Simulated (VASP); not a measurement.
# Sr (Fm-3m) in VASP: a series of runs

Sr is run at these levels: RPBE, PBEsol; tasks: single point.

Program: VASP 6.6.1. These are calculated values, not measurements. Logs are shortened: lines on timing, memory, paths and dates and some standing lists are left out, and cuts for length are marked.

### Step 1. The cell of the first run

It takes space group Fm-3m (No. 225, cubic). Conventional cell: a = 6.085 Å, b = 6.085 Å, c = 6.085 Å, α = 90.00°, β = 90.00°, γ = 90.00°. Sr (site symmetry m-3m) has 12 Sr at 4.30 Å within 5.6 Å.

### Step 2. Single point, RPBE

The input, INCAR:

```
PREC = Accurate
ENCUT = 520
EDIFF = 1E-6
ISMEAR = 0
SIGMA = 0.02
LREAL = F
LASPH = T
NELM = 80
ALGO = Fast
ISIF = 2
LWAVE = F
LCHARG = T
GGA = RP
LELF = T
LVHAR = T
NBANDS = 11
```

The input, KPOINTS:

```
Automatic mesh
0
Gamma
  8 8 8
```

The input, POSCAR:

```
Sr
1.0
    0.0000000000      3.0423500000      3.0423500000
    3.0423500000      0.0000000000      3.0423500000
    3.0423500000      3.0423500000      0.0000000000
Sr
1
Direct
    0.0000000000      0.0000000000      0.0000000000
```

Potentials or basis: VASP PAW PBE potentials, release 64 (Sr_sv).

Command:

```
$ cat potpaw_PBE.64/Sr_sv/POTCAR > POTCAR
$ mpirun -np 1 vasp_std > vasp.out
```

OUTCAR:

```text
PREC = Accurate
   ENCUT = 520
   EDIFF = 1E-6
   ISMEAR = 0
   LREAL = F
   LASPH = T
   NELM = 80
   ISIF = 2
   GGA = RP

 ion  position               nearest neighbor table
   1  0.000  0.000  0.000-

  LATTYP: Found a face centered cubic cell.
 ALAT       =     6.0847000000

  Lattice vectors:

 A1 = (   0.0000000000,   3.0423500000,   3.0423500000)
 A2 = (   3.0423500000,   0.0000000000,   3.0423500000)
 A3 = (   3.0423500000,   3.0423500000,   0.0000000000)

Analysis of symmetry for initial positions (statically):
=====================================================================
 Subroutine PRICEL returns:
 Original cell was already a primitive cell.

 Routine SETGRP: Setting up the symmetry group for a
 face centered cubic supercell.

 Subroutine GETGRP returns: Found 48 space group operations
 (whereof 48 operations were pure point group operations)
 out of a pool of 48 trial point group operations.

The static configuration has the point symmetry O_h .

Analysis of symmetry for dynamics (positions and initial velocities):
=====================================================================
 Subroutine PRICEL returns:
 Original cell was already a primitive cell.

 Routine SETGRP: Setting up the symmetry group for a
 face centered cubic supercell.

 Subroutine GETGRP returns: Found 48 space group operations
 (whereof 48 operations were pure point group operations)
 out of a pool of 48 trial point group operations.

The dynamic configuration has the point symmetry O_h .

 Subroutine INISYM returns: Found 48 space group operations
 (whereof 48 operations are pure point group operations),
 and found     1 'primitive' translations

----------------------------------------------------------------------------------------

                                     Primitive cell

  volume of cell :      56.3193

  direct lattice vectors                    reciprocal lattice vectors
     0.000000000  3.042350000  3.042350000    -0.164346640  0.164346640  0.164346640
     3.042350000  0.000000000  3.042350000     0.164346640 -0.164346640  0.164346640
     3.042350000  3.042350000  0.000000000     0.164346640  0.164346640 -0.164346640

  length of vectors
     4.302532631  4.302532631  4.302532631     0.284656730  0.284656730  0.284656730

  position of ions in fractional coordinates (direct lattice)
     0.000000000  0.000000000  0.000000000

  ion indices of the primitive-cell ions
[... 74 lines left out ...]
   EDIFF  = 0.1E-05   stopping-criterion for ELM
   LREAL  =      F    real-space projection
   EDIFFG = 0.1E-04   stopping-criterion for IOM
   NSW    =      0    number of steps for IOM
   IBRION =     -1    ionic relax: 0-MD 1-quasi-New 2-CG
   NFREE  =      0    steps in history (QN), initial steepest desc. (CG)
   ISIF   =      2    stress and relaxation
   ISYM   =      2    0-nonsym 1-usesym 2-fastsym
   POTIM  = 0.5000    time-step for ionic-motion
   TEBEG  =    0.0;   TEEND  =   0.0 temperature during run
   PSTRESS=    0.0 pullay stress
   NELECT =      10.0000    total number of electrons
   NUPDOWN=      -1.0000    fix difference up-down
   EMIN   =  10.00;   EMAX   =-10.00  energy-range for DOS
   EFERMI =   0.00;   METHOD = LEGACY
   ISMEAR =     0;   SIGMA  =   0.02  broadening in eV -4-tet -1-fermi 0-gaus
   EFERMI_NEDOS =   21; number of points for ismear=-14 and -15
   IALGO  =     68    algorithm
   IMIX   =      4    mixing-type and parameters
     AMIX     =   0.40;   BMIX     =  1.00
     AMIX_MAG =   1.60;   BMIX_MAG =  1.00
  volume/ion in A,a.u.               =      56.32       380.06
  Fermi-wavevector in a.u.,A,eV,Ry     =   0.920144  1.738819 11.519569  0.846664
  Thomas-Fermi vector in A             =   2.045416
   LORBIT       =      0    0 simple, 1 ext, 2 COOP (PROOUT), +10 PAW based schemes
   GGA     = RP    functional components
   LHFCALC =     F    Hartree Fock is set to
   AEXX    =    0.0000 exact exchange contribution
   IVDW    =     0    specifies the selected vdW correction
   LEPSILON=     F    determine dielectric tensor
   LRPA    =     F    only Hartree local field effects (RPA)
 non-spin polarized calculation
 RMM-DIIS sequential band-by-band and
 Gauss-broadening in eV      SIGMA  =   0.02
  energy-cutoff  :      520.00
  volume of cell :       56.32
 maximum number of plane-waves:      1540
   NGX = 15   NGY = 15   NGZ = 15

 number of electron      10.0000000 magnetization

 Free energy of the ion-electron system (eV)
  ---------------------------------------------------
  ext. energy  EPLUGINS =         0.00000000
  ---------------------------------------------------
  free energy    TOTEN  =        -1.46414185 eV

  energy without entropy =       -1.46371225  energy(sigma->0) =       -1.46392705

 E-fermi :   1.5874     XC(G=0):  -7.1660

 val. band max:        1.5292641096   @ k =  -0.3750   0.3750   0.0000
 cond. band min:       1.5971224767   @ k =  -0.3750   0.2500   0.1250
 fundamental gap:      0.0678583671
 Fermi energy:         1.5874220487

 k-point     1 :       0.0000    0.0000    0.0000
  band No.  band energies     occupation
      1     -35.1046      2.00000
      2     -17.0010      2.00000
      3     -17.0010      2.00000
      4     -17.0010      2.00000
      5      -1.9799      2.00000
      6       3.9719      0.00000
      7       3.9719      0.00000
      8       3.9719      0.00000
      9       5.3990      0.00000
     10       5.3990      0.00000
     11       8.6035      0.00000
[... 309 lines left out ...]
 k-point    24 :      -0.3750    0.2500    0.1250
  band No.  band energies     occupation
      1     -35.0903      2.00000
      2     -17.1526      2.00000
      3     -17.0710      2.00000
      4     -17.0399      2.00000
      5       1.1867      2.00000
      6       1.5971      0.49276
      7       2.9628      0.00000
      8       4.2557      0.00000
      9       5.9031      0.00000
     10       6.6500      0.00000
     11       6.7974      0.00000

 [... further k-points ...]
[... 5 lines left out ...]
  --------------------------------------------------------------------------------------
  -------------------------------------------------------------------------------------
  Total        0.1098919      0.1098919      0.1098919      0.0000000      0.0000000     -0.0000000
  in kB        3.1262136      3.1262136      3.1262136      0.0000000      0.0000000     -0.0000000
  external PRESSURE =       3.1262136 kB  Pullay stress =       0.0000000 kB

 VOLUME and BASIS-vectors are now :
 -----------------------------------------------------------------------------
  energy-cutoff  :      520.00
  volume of cell :       56.32
      direct lattice vectors                 reciprocal lattice vectors
     0.000000000  3.042350000  3.042350000    -0.164346640  0.164346640  0.164346640
     3.042350000  0.000000000  3.042350000     0.164346640 -0.164346640  0.164346640
     3.042350000  3.042350000  0.000000000     0.164346640  0.164346640 -0.164346640

 POSITION                                       TOTAL-FORCE (eV/Angst)
 -----------------------------------------------------------------------------------
      0.00000      0.00000      0.00000         0.000000     -0.000000      0.000000
 -----------------------------------------------------------------------------------
    total drift:                                0.000000      0.000000      0.000000

  FREE ENERGIE OF THE ION-ELECTRON SYSTEM (eV)
  ---------------------------------------------------
  free  energy   TOTEN  =        -1.4641418513 eV

  energy  without entropy=       -1.4637122453  energy(sigma->0) =       -1.46392705
```

OSZICAR:

```text
N       E                     dE             d eps       ncg     rms          rms(c)
DAV:   1     0.370484030275E+02    0.37048E+02   -0.48279E+03   638   0.793E+02
DAV:   2     0.308201751326E+00   -0.36740E+02   -0.36125E+02   741   0.154E+02
DAV:   3    -0.138547399500E+01   -0.16937E+01   -0.16781E+01   951   0.240E+01
DAV:   4    -0.145089582649E+01   -0.65422E-01   -0.65248E-01   806   0.461E+00
DAV:   5    -0.145244901074E+01   -0.15532E-02   -0.15531E-02   918   0.557E-01    0.104E+01
RMM:   6    -0.145886239640E+01   -0.64134E-02   -0.96495E-03   661   0.111E+00    0.589E+00
RMM:   7    -0.146393618347E+01   -0.50738E-02   -0.18816E-02   700   0.163E+00    0.362E-01
RMM:   8    -0.146405390548E+01   -0.11772E-03   -0.18105E-03   782   0.413E-01    0.119E-01
RMM:   9    -0.146412439203E+01   -0.70487E-04   -0.46600E-04   945   0.101E-01    0.462E-02
RMM:  10    -0.146413749668E+01   -0.13105E-04   -0.64841E-05   974   0.341E-02    0.231E-02
RMM:  11    -0.146414265284E+01   -0.51562E-05   -0.12869E-05   860   0.215E-02    0.338E-02
RMM:  12    -0.146414185127E+01    0.80157E-06   -0.42071E-06   790   0.120E-02
   1 F= -.14641419E+01 E0= -.14639270E+01  d E =-.429606E-03
```

stdout:

```text
POSCAR found type information on POSCAR Sr
 POSCAR found :  1 types and       1 ions
 scaLAPACK will be used
 -----------------------------------------------------------------------------
|                                                                             |
|                                                                             |
|     You enforced a specific xc type in the INCAR file but a different       |
|     I HOPE YOU KNOW WHAT YOU ARE DOING!                                     |
|                                                                             |
 -----------------------------------------------------------------------------

 LDA part: xc-table for (Slater+PW92), standard interpolation
 POSCAR, INCAR and KPOINTS ok, starting setup
 FFT: planning ... GRIDC
 FFT: planning ... GRID_SOFT
 FFT: planning ... GRID
 WAVECAR not read
 entering main loop
```

Run time: 8.8 s. Hardware: 1 thread of Intel Xeon Platinum 8488C (Sapphire Rapids), shared host; peak memory 0.17 GiB.

What came out:

```yaml
Free_energy: -1.4641 eV
Pressure: 0.3 GPa
Band_gap_on_the_k_mesh: zero (band 5 reaches 1.68 eV, above the bottom of band 6 at 1.60 eV)
```

Levels at points of the mesh, in eV from the Fermi level:
| k point | band 3 | band 4 | band 5 | band 6 | band 7 | band 8 |
| --- | --- | --- | --- | --- | --- | --- |
| (0.00, 0.00, 0.00) | -18.59 | -18.59 | -3.57 | 2.38 | 2.38 | 2.38 |
| (0.50, 0.00, 0.00) | -18.61 | -18.61 | -1.05 | 0.03 | 2.22 | 2.22 |
| (0.50, 0.50, 0.00) | -18.65 | -18.65 | -0.58 | 0.41 | 1.01 | 4.82 |

Caveat: the PAW data sets were made with another functional, which shifts forces and pressure a little.

### Step 3. Single point, PBEsol

The input, INCAR:

```
SYSTEM = Sr
PREC = Accurate
ENCUT = 520
EDIFF = 1E-6
ISMEAR = 0
SIGMA = 0.05
LREAL = .False.
LASPH = .True.
NELM = 60
ALGO = Normal
ISIF = 2
LWAVE = .False.
LCHARG = .False.
GGA = PS
NBANDS = 11
```

The input, KPOINTS:

```
Automatic mesh
0
Gamma
  8 8 8
  0 0 0
```

POSCAR is that of step 2.

Potentials or basis: VASP PAW PBE potentials, release 64 (Sr_sv).

Command:

```
$ cat potpaw_PBE.64/Sr_sv/POTCAR > POTCAR
$ mpirun -np 1 vasp_std > vasp.out
```

Run time: 6.8 s. Hardware: 1 thread of Intel Xeon Platinum 8488C (Sapphire Rapids), shared host; peak memory 0.17 GiB.

It converged, with:

```yaml
Free_energy: -1.8324 eV
Pressure: -0.9 GPa
Band_gap_on_the_k_mesh: zero (band 5 reaches 1.50 eV, above the bottom of band 6 at 1.43 eV)
```

Levels at points of the mesh, in eV from the Fermi level:
| k point | band 2 | band 3 | band 4 | band 5 | band 6 | band 7 | band 8 | band 9 |
| --- | --- | --- | --- | --- | --- | --- | --- | --- |
| (0.00, 0.00, 0.00) | -18.48 | -18.48 | -18.48 | -3.61 | 2.31 | 2.31 | 2.31 | 3.75 |
| (0.50, 0.00, 0.00) | -18.66 | -18.51 | -18.51 | -1.12 | 0.06 | 2.16 | 2.16 | 4.77 |
| (0.50, 0.50, 0.00) | -18.65 | -18.55 | -18.55 | -0.61 | 0.36 | 1.01 | 4.78 | 5.07 |

Caveat: the PAW data sets were made with another functional, which shifts forces and pressure a little.
